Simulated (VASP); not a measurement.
EuS: single point with PBE+U

The system is EuS.

```xyz
2
Lattice="0.0000 2.9785 2.9785 2.9785 0.0000 2.9785 2.9785 2.9785 0.0000" Properties=species:S:1:pos:R:3 pbc="T T T"
Eu    2.9785    2.9785    2.9785
S     0.0000    0.0000    0.0000
```

* Program: VASP 6.6.1
* Task: single point
* Functional: PBE
* Potentials or basis: VASP PAW PBE potentials, release 64 (Eu, S)
* Cutoff: 600 eV
* k mesh: 4 × 4 × 4
* Occupations: gaussian, width 0.05 eV
* Spin: collinear spin, ferromagnetic start
* Starting moments: [7.0, 0.0] μB
* Hubbard terms: Eu f U = 6.0 eV
* Dipole correction: no
* Further INCAR settings: ALGO = Normal; EDIFF = 1e-06; NBANDS = 22

```json
{
 "Pressure": "1.3 GPa",
 "Band gap on the k mesh": "0.41 eV (least direct gap 0.68 eV)",
 "Net moment": "7.00 μB per cell",
 "Site moments": "Eu +6.72; S -0.06 μB",
 "Valence electrons inside the program's atomic spheres": "Eu 14.89; S 3.77"
}
```

Levels at points of the mesh, in eV from the valence-band top:
Spin up:
```csv
k point,band 12,band 13,band 14,band 15,band 16,band 17,band 18,band 19
"(0.00, 0.00, 0.00)",-0.57,0.00,0.00,0.00,2.04,2.34,2.34,2.34
"(0.50, 0.00, 0.00)",-0.60,-0.60,-0.57,-0.57,4.09,4.52,5.00,5.00
"(0.50, 0.50, 0.00)",-0.62,-0.59,-0.27,-0.27,0.41,4.39,4.46,5.84
```
Spin down:
```csv
k point,band 4,band 5,band 6,band 7,band 8,band 9,band 10,band 11,band 12,band 13
"(0.00, 0.00, 0.00)",-16.24,-12.40,-1.50,-1.50,-1.50,2.47,2.99,2.99,2.99,3.96
"(0.50, 0.00, 0.00)",-16.27,-11.36,-4.09,-2.68,-2.68,4.24,5.20,5.97,5.97,7.46
"(0.50, 0.50, 0.00)",-16.38,-12.06,-2.66,-1.86,-1.86,0.92,5.06,5.24,6.78,7.26
```

Eigenvalues of the final occupation matrices:
```tsv
site	spin	trace	eigenvalues
site 1 f	1	6.83	0.97 0.97 0.97 0.98 0.98 0.98 0.98
site 1 f	2	0.01	0.00 0.00 0.00 0.00 0.00 0.00 0.00
```

Wall time 56 s on 1 thread of Intel(R) Xeon(R) Platinum 8124M CPU @ 3.00GHz (Skylake/Cascade Lake) (shared host), peak memory 0.25 GiB.

Caveat: the k points lie up to 0.46 Å⁻¹ apart; spin-orbit coupling is left out, which moves the levels of the heavy elements; a cell with one magnetic atom can't hold antiferromagnetic order, which such compounds often take. The state reached can hang on the start; a lower one may exist.
